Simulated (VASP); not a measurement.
# Nb3Si2O (P4/mbm) in VASP: further runs

The runs below take Nb3Si2O through single point, with PBE.

All numbers are computed with VASP 6.6.1; they aren't measurements. Logs are shortened: lines on timing, memory, paths and dates and some standing lists are left out, and cuts for length are marked.

### Step 1. The cell of the first run

Symmetry: P4/mbm, No. 127, tetragonal system. The conventional cell has a = 6.452 Å, b = 6.452 Å, c = 4.148 Å, α = 90.00°, β = 90.00°, γ = 90.00°. Within 2.7 Å of Nb (site symmetry 4/m) lie 2 O at 2.07 Å and 4 Si at 2.54 Å. Nb (site symmetry m2m) has 2 O at 2.36 Å and 6 Si at 2.71 to 2.90 Å and 9 Nb at 3.15 to 3.34 Å within 3.4 Å. Si (site symmetry m2m) has 1 Si at 2.33 Å and 8 Nb at 2.54 to 2.90 Å within 3.1 Å. Within 2.7 Å of O (site symmetry 4/m) lie 6 Nb at 2.07 to 2.36 Å.

### Step 2. Single point, PBE

INCAR reads:

```
PREC = Accurate
ENCUT = 520
EDIFF = 1E-7
ISMEAR = 0
SIGMA = 0.2
LREAL = False
LASPH = True
NELM = 80
ALGO = Normal
ISIF = 2
LWAVE = False
LCHARG = False
GGA = PE
NBANDS = 65
```

KPOINTS reads:

```
Automatic mesh
0
Gamma
  6 4 4
```

POSCAR reads:

```
Nb3Si2O
1.0
    0.0000000000      0.0000000000      4.1475020243
    6.4516891847      0.0000000000      0.0000000000
    0.0000000000      6.4516891847      0.0000000000
Nb Si O
6 4 2
Direct
    0.0000000000      0.5000000000      0.5000000000
    0.5000000000      0.8183374247      0.3183374247
    0.0000000000      0.0000000000      0.0000000000
    0.5000000000      0.1816625753      0.6816625753
    0.5000000000      0.3183374247      0.1816625753
    0.5000000000      0.6816625753      0.8183374247
    0.0000000000      0.1278195906      0.3721804094
    1.0000000000      0.8721804094      0.6278195906
    0.0000000000      0.3721804094      0.8721804094
    0.0000000000      0.6278195906      0.1278195906
    0.5000000000      0.5000000000      0.5000000000
    0.5000000000      1.0000000000      0.0000000000
```

Potentials or basis: VASP PAW PBE potentials, release 64 (Nb_sv, Si, O).

The run is started by

```
cat potpaw_PBE.64/Nb_sv/POTCAR potpaw_PBE.64/Si/POTCAR potpaw_PBE.64/O/POTCAR > POTCAR
mpirun -np 1 vasp_std > vasp.out
```

OUTCAR:

```text
PREC = Accurate
   ENCUT = 520
   EDIFF = 1E-7
   ISMEAR = 0
   LREAL = False
   LASPH = True
   NELM = 80
   ISIF = 2
   GGA = PE

 ion  position               nearest neighbor table
   1  0.000  0.500  0.500-  11 2.07  11 2.07   9 2.54  10 2.54   7 2.54   8 2.54
   2  0.500  0.818  0.318-  11 2.36  12 2.36  10 2.71  10 2.71   7 2.90   7 2.90   8 2.90   8 2.90

   3  0.000  0.000  0.000-  12 2.07  12 2.07   9 2.54  10 2.54   7 2.54   8 2.54
   4  0.500  0.182  0.682-  11 2.36  12 2.36   9 2.71   9 2.71   7 2.90   7 2.90   8 2.90   8 2.90

   5  0.500  0.318  0.182-  11 2.36  12 2.36   7 2.71   7 2.71  10 2.90   9 2.90   9 2.90  10 2.90

   6  0.500  0.682  0.818-  11 2.36  12 2.36   8 2.71   8 2.71  10 2.90   9 2.90   9 2.90  10 2.90

   7  0.000  0.128  0.372-   8 2.33   3 2.54   1 2.54   5 2.71   5 2.71   4 2.90   2 2.90   4 2.90
                             2 2.90
   8  0.000  0.872  0.628-   7 2.33   3 2.54   1 2.54   6 2.71   6 2.71   4 2.90   2 2.90   4 2.90
                             2 2.90
   9  0.000  0.372  0.872-  10 2.33   3 2.54   1 2.54   4 2.71   4 2.71   5 2.90   6 2.90   5 2.90
                             6 2.90
  10  0.000  0.628  0.128-   9 2.33   3 2.54   1 2.54   2 2.71   2 2.71   5 2.90   6 2.90   5 2.90
                             6 2.90
  11  0.500  0.500  0.500-   1 2.07   1 2.07   4 2.36   5 2.36   6 2.36   2 2.36
  12  0.500  0.000  0.000-   3 2.07   3 2.07   4 2.36   5 2.36   6 2.36   2 2.36

  LATTYP: Found a simple tetragonal cell.
 ALAT       =     6.4516891847
 C/A-ratio  =     0.6428552129

  Lattice vectors:

 A1 = (   6.4516891847,   0.0000000000,   0.0000000000)
 A2 = (   0.0000000000,   6.4516891847,   0.0000000000)
 A3 = (   0.0000000000,   0.0000000000,   4.1475020243)

Analysis of symmetry for initial positions (statically):
=====================================================================
 Subroutine PRICEL returns:
 Original cell was already a primitive cell.

 Routine SETGRP: Setting up the symmetry group for a
 simple tetragonal supercell.

 Subroutine GETGRP returns: Found 16 space group operations
 (whereof  8 operations were pure point group operations)
 out of a pool of 16 trial point group operations.

The static configuration has the point symmetry C_4h.
 The point group associated with its full space group is D_4h.

Analysis of symmetry for dynamics (positions and initial velocities):
=====================================================================
 Subroutine PRICEL returns:
 Original cell was already a primitive cell.

 Routine SETGRP: Setting up the symmetry group for a
 simple tetragonal supercell.

 Subroutine GETGRP returns: Found 16 space group operations
 (whereof  8 operations were pure point group operations)
 out of a pool of 16 trial point group operations.

The dynamic configuration has the point symmetry C_4h.
 The point group associated with its full space group is D_4h.

 Subroutine INISYM returns: Found 16 space group operations
 (whereof  8 operations are pure point group operations),
 and found     1 'primitive' translations

----------------------------------------------------------------------------------------

                                     Primitive cell

  volume of cell :     172.6368

  direct lattice vectors                    reciprocal lattice vectors
     0.000000000  0.000000000  4.147502024     0.000000000  0.000000000  0.241108984
     6.451689185  0.000000000  0.000000000     0.154998167  0.000000000  0.000000000
     0.000000000  6.451689185  0.000000000     0.000000000  0.154998167  0.000000000

  length of vectors
     4.147502024  6.451689185  6.451689185     0.241108984  0.154998167  0.154998167

  position of ions in fractional coordinates (direct lattice)
     0.000000000  0.500000000  0.500000000
     0.500000000  0.818337425  0.318337425
     0.000000000  0.000000000  0.000000000
     0.500000000  0.181662575  0.681662575
     0.500000000  0.318337425  0.181662575
     0.500000000  0.681662575  0.818337425
     0.000000000  0.127819591  0.372180409
     0.000000000  0.872180409  0.627819591
     0.000000000  0.372180409  0.872180409
     0.000000000  0.627819591  0.127819591
     0.500000000  0.500000000  0.500000000
     0.500000000  0.000000000  0.000000000

  ion indices of the primitive-cell ions
   primitive index   ion index
                 1           1
                 2           2
                 3           3
                 4           4
                 5           5
                 6           6
                 7           7
                 8           8
                 9           9
                10          10
                11          11
                12          12

----------------------------------------------------------------------------------------

 KPOINTS: Automatic mesh

Automatic generation of k-mesh.
 Grid dimensions read from file:
 generate k-points for:    6    4    4

 Generating k-lattice:

  Cartesian coordinates                     Fractional coordinates (reciprocal lattice)
     0.000000000  0.000000000  0.040184831     0.166666667  0.000000000  0.000000000
     0.038749542  0.000000000  0.000000000     0.000000000  0.250000000  0.000000000
     0.000000000  0.038749542  0.000000000     0.000000000  0.000000000  0.250000000

  Length of vectors
     0.040184831  0.038749542  0.038749542

  Shift w.r.t. Gamma in fractional coordinates (k-lattice)
     0.000000000  0.000000000  0.000000000

 Subroutine IBZKPT returns following result:
 ===========================================

 Found     24 irreducible k-points:

 Following reciprocal coordinates:
            Coordinates               Weight
  0.000000  0.000000  0.000000      1.000000
  0.166667  0.000000  0.000000      2.000000
  0.333333  0.000000  0.000000      2.000000
  0.500000  0.000000  0.000000      1.000000
  0.000000  0.250000  0.000000      4.000000
  0.166667  0.250000  0.000000      8.000000
[... 16 lines left out ...]
  0.333333  0.500000  0.500000      2.000000
  0.500000  0.500000  0.500000      1.000000
   k-points           NKPTS =     24   k-points in BZ     NKDIM =     24   number of bands    NBANDS=     65
   number of dos      NEDOS =    301   number of ions     NIONS =     12
   total plane-waves  NPLWV =  73728
   dimension x,y,z NGX =    32 NGY =   48 NGZ =   48
   dimension x,y,z NGXF=    64 NGYF=   96 NGZF=   96
   ions per type =               6   4   2
   NGX,Y,Z   is equivalent  to a cutoff of  12.83, 12.37, 12.37 a.u.
   NGXF,Y,Z  is equivalent  to a cutoff of  25.65, 24.74, 24.74 a.u.
 SYSTEM =  unknown system
   PREC   = accura    normal or accurate (medium, high low for compatibility)
   ISTART =      0    job   : 0-new  1-cont  2-samecut
   ICHARG =      2    charge: 1-file 2-atom 10-const
   ISPIN  =      1    spin polarized calculation?
   LNONCOLLINEAR =      F non collinear calculations
   LSORBIT =      F    spin-orbit coupling
   LASPH  =      T    aspherical Exc in radial PAW
   ENCUT  =  520.0 eV  38.22 Ry    6.18 a.u.   7.71 12.00 12.00*2*pi/ulx,y,z
   NELM   =     80;   NELMIN=  2; NELMDL= -5     # of ELM steps
   EDIFF  = 0.1E-06   stopping-criterion for ELM
   LREAL  =      F    real-space projection
   EDIFFG = 0.1E-05   stopping-criterion for IOM
   NSW    =      0    number of steps for IOM
   IBRION =     -1    ionic relax: 0-MD 1-quasi-New 2-CG
   NFREE  =      0    steps in history (QN), initial steepest desc. (CG)
   ISIF   =      2    stress and relaxation
   ISYM   =      2    0-nonsym 1-usesym 2-fastsym
   POTIM  = 0.5000    time-step for ionic-motion
   TEBEG  =    0.0;   TEEND  =   0.0 temperature during run
   PSTRESS=    0.0 pullay stress
   NELECT =     106.0000    total number of electrons
   NUPDOWN=      -1.0000    fix difference up-down
   EMIN   =  10.00;   EMAX   =-10.00  energy-range for DOS
   EFERMI =   0.00;   METHOD = LEGACY
   ISMEAR =     0;   SIGMA  =   0.20  broadening in eV -4-tet -1-fermi 0-gaus
   EFERMI_NEDOS =   21; number of points for ismear=-14 and -15
   IALGO  =     38    algorithm
   IMIX   =      4    mixing-type and parameters
     AMIX     =   0.40;   BMIX     =  1.00
     AMIX_MAG =   1.60;   BMIX_MAG =  1.00
  volume/ion in A,a.u.               =      14.39        97.08
  Fermi-wavevector in a.u.,A,eV,Ry     =   1.391444  2.629447 26.342450  1.936115
  Thomas-Fermi vector in A             =   2.515282
   LORBIT       =      0    0 simple, 1 ext, 2 COOP (PROOUT), +10 PAW based schemes
   GGA     = PE    functional components
   LHFCALC =     F    Hartree Fock is set to
   AEXX    =    0.0000 exact exchange contribution
   IVDW    =     0    specifies the selected vdW correction
   LEPSILON=     F    determine dielectric tensor
   LRPA    =     F    only Hartree local field effects (RPA)
 non-spin polarized calculation
 Gauss-broadening in eV      SIGMA  =   0.20
  energy-cutoff  :      520.00
  volume of cell :      172.64
 maximum number of plane-waves:      4676
 NGX is ok and might be reduce to    32
   NGX = 15   NGY = 23   NGZ = 23

 number of electron     105.9999993 magnetization

 Free energy of the ion-electron system (eV)
  ---------------------------------------------------
  ext. energy  EPLUGINS =         0.00000000
  ---------------------------------------------------
  free energy    TOTEN  =      -101.81685756 eV

  energy without entropy =     -101.63569424  energy(sigma->0) =     -101.72627590

 E-fermi :  11.5911     XC(G=0): -12.2351

 val. band max:       11.5882246444   @ k =   0.3333   0.5000   0.2500
 cond. band min:      11.6029391640   @ k =   0.5000   0.2500   0.0000
 fundamental gap:      0.0147145195
 Fermi energy:        11.5911434456

 k-point     1 :       0.0000    0.0000    0.0000
  band No.  band energies     occupation
      1     -44.0135      2.00000
      2     -43.9838      2.00000
      3     -43.9838      2.00000
      4     -43.9759      2.00000
      5     -43.3588      2.00000
      6     -43.3547      2.00000
[... 57 lines left out ...]
     64      14.0740      0.00000
     65      14.0872      0.00000

 k-point     2 :       0.1667    0.0000    0.0000
  band No.  band energies     occupation
      1     -44.0123      2.00000
      2     -43.9835      2.00000
      3     -43.9835      2.00000
      4     -43.9757      2.00000
      5     -43.3582      2.00000
      6     -43.3553      2.00000
[... 57 lines left out ...]
     64      13.9849      0.00000
     65      13.9931      0.00000

 k-point     3 :       0.3333    0.0000    0.0000
  band No.  band energies     occupation
      1     -44.0098      2.00000
      2     -43.9831      2.00000
      3     -43.9831      2.00000
      4     -43.9753      2.00000
      5     -43.3571      2.00000
      6     -43.3565      2.00000
[... 1417 lines left out ...]
     64      13.4690      0.00000
     65      14.3729      0.00000

 k-point    24 :       0.5000    0.5000    0.5000
  band No.  band energies     occupation
      1     -43.9916      2.00000
      2     -43.9916      2.00000
      3     -43.9832      2.00000
      4     -43.9832      2.00000
      5     -43.3568      2.00000
      6     -43.3568      2.00000
[... 57 lines left out ...]
     64      13.5708      0.00000
     65      14.6739      0.00000

------------------------ aborting loop because EDIFF is reached ----------------------------------------

  FORCE on cell =-STRESS in cart. coord.  units (eV):
  Direction    XX          YY          ZZ          XY          YZ          ZX
  --------------------------------------------------------------------------------------
  -------------------------------------------------------------------------------------
  Total       -0.2456551     -0.2456551     -0.0712348      0.0000000     -0.0000000      0.0000000
  in kB       -2.2798324     -2.2798324     -0.6611037      0.0000000     -0.0000000      0.0000000
  external PRESSURE =      -1.7402562 kB  Pullay stress =       0.0000000 kB

 VOLUME and BASIS-vectors are now :
 -----------------------------------------------------------------------------
  energy-cutoff  :      520.00
  volume of cell :      172.64
      direct lattice vectors                 reciprocal lattice vectors
     0.000000000  0.000000000  4.147502024     0.000000000  0.000000000  0.241108984
     6.451689185  0.000000000  0.000000000     0.154998167  0.000000000  0.000000000
     0.000000000  6.451689185  0.000000000     0.000000000  0.154998167  0.000000000

 POSITION                                       TOTAL-FORCE (eV/Angst)
 -----------------------------------------------------------------------------------
      3.22584      3.22584      0.00000         0.000000     -0.000000     -0.000000
      5.27966      2.05381      2.07375        -0.010863     -0.010863     -0.000000
      0.00000      0.00000      0.00000         0.000000     -0.000000     -0.000000
      1.17203      4.39788      2.07375         0.010863      0.010863     -0.000000
      2.05381      1.17203      2.07375        -0.010863      0.010863      0.000000
      4.39788      5.27966      2.07375         0.010863     -0.010863     -0.000000
      0.82465      2.40119      0.00000         0.015965     -0.015965     -0.000000
      5.62704      4.05050      0.00000        -0.015965      0.015965      0.000000
      2.40119      5.62704      0.00000        -0.015965     -0.015965      0.000000
      4.05050      0.82465      0.00000         0.015965      0.015965     -0.000000
      3.22584      3.22584      2.07375         0.000000     -0.000000     -0.000000
      0.00000      0.00000      2.07375         0.000000     -0.000000     -0.000000
 -----------------------------------------------------------------------------------
    total drift:                               -0.000000      0.000000      0.000000

  FREE ENERGIE OF THE ION-ELECTRON SYSTEM (eV)
  ---------------------------------------------------
  free  energy   TOTEN  =      -101.8168575566 eV

  energy  without entropy=     -101.6356942351  energy(sigma->0) =     -101.72627590
```

Run time: 3.2 min. Hardware: 1 thread of Intel Xeon 6975P-C (Granite Rapids), shared host; peak memory 0.36 GiB.

What came out:

```
Free energy            : -101.8169 eV
Pressure               : -0.2 GPa
Largest force          : 0.023 eV/Å
Band gap on the k mesh : zero (bands 53 and 54 overlap by 1.24 eV)
```

Forces on the atoms (eV/Å):
```
Nb   0.000  0.000  0.000
Nb  -0.011 -0.011  0.000
Nb   0.000  0.000  0.000
Nb   0.011  0.011  0.000
Nb  -0.011  0.011  0.000
Nb   0.011 -0.011  0.000
Si   0.016 -0.016  0.000
Si  -0.016  0.016  0.000
Si  -0.016 -0.016  0.000
Si   0.016  0.016  0.000
O    0.000  0.000  0.000
O    0.000  0.000  0.000
```

Stress tensor (GPa, compression positive):
```
-0.23  0.00  0.00
 0.00 -0.23  0.00
 0.00  0.00 -0.07
```

### Step 3. Single point, PBE

INCAR reads:

```
SYSTEM = Nb3Si2O
ALGO = Normal
EDIFF = 1E-6
ENCUT = 520
GGA = PE
ISIF = 2
ISMEAR = 0
LASPH = .True.
LCHARG = .False.
LREAL = .False.
LWAVE = .False.
NBANDS = 65
NELM = 60
PREC = Accurate
SIGMA = 0.2
```

KPOINTS reads:

```
k-points
0
Gamma
  3 3 5
  0 0 0
```

POSCAR reads:

```
Nb3Si2O
1.0
    6.4551944235      0.0000000000      0.0000000000
    0.0000000000      6.4551944235      0.0000000000
    0.0000000000      0.0000000000      4.1496159783
Nb Si O
6 4 2
Direct
    0.5000000000      0.5000000000      0.0000000000
    0.8150703179      0.3150703179      0.5000000000
    0.0000000000      0.0000000000      0.0000000000
    0.1849296821      0.6849296821      0.5000000000
    0.3150703179      0.1849296821      0.5000000000
    0.6849296821      0.8150703179      0.5000000000
    0.1273042837      0.3726957163      0.0000000000
    0.8726957163      0.6273042837      0.0000000000
    0.3726957163      0.8726957163      0.0000000000
    0.6273042837      0.1273042837      0.0000000000
    0.5000000000      0.5000000000      0.5000000000
    0.0000000000      0.0000000000      0.5000000000
```

Potentials or basis: VASP PAW PBE potentials, release 64 (Nb_sv, Si, O).

The run is started by

```
cat potpaw_PBE.64/Nb_sv/POTCAR potpaw_PBE.64/Si/POTCAR potpaw_PBE.64/O/POTCAR > POTCAR
mpirun -np 1 vasp_std > vasp.out
```

Run time: 67 s. Hardware: 1 thread of Intel Xeon 6975P-C (Granite Rapids), shared host; peak memory 0.28 GiB.

It converged, with:

| Item | Value |
| --- | --- |
| Free energy | -101.7738 eV |
| Pressure | -0.2 GPa |
| Largest force | 0.012 eV/Å |
| Band gap on the k mesh | zero (bands 53 and 54 overlap by 0.43 eV) |

Forces on the atoms (eV/Å):
```
Nb   0.000  0.000  0.000
Nb   0.002  0.002  0.000
Nb   0.000  0.000  0.000
Nb  -0.002 -0.002  0.000
Nb   0.002 -0.002  0.000
Nb  -0.002  0.002  0.000
Si  -0.009  0.009  0.000
Si   0.009 -0.009  0.000
Si   0.009  0.009  0.000
Si  -0.009 -0.009  0.000
O    0.000  0.000  0.000
O    0.000  0.000  0.000
```

Stress tensor (GPa, compression positive):
```
-0.28  0.00  0.00
 0.00 -0.28  0.00
 0.00  0.00 -0.08
```

Levels at points of the mesh, in eV from the Fermi level:
```csv
k point,band 50,band 51,band 52,band 53,band 54,band 55,band 56,band 57,band 58,band 59
"(0.00, 0.00, 0.00)",-1.40,-0.39,-0.39,-0.34,-0.32,-0.05,0.36,0.58,0.62,0.62
```
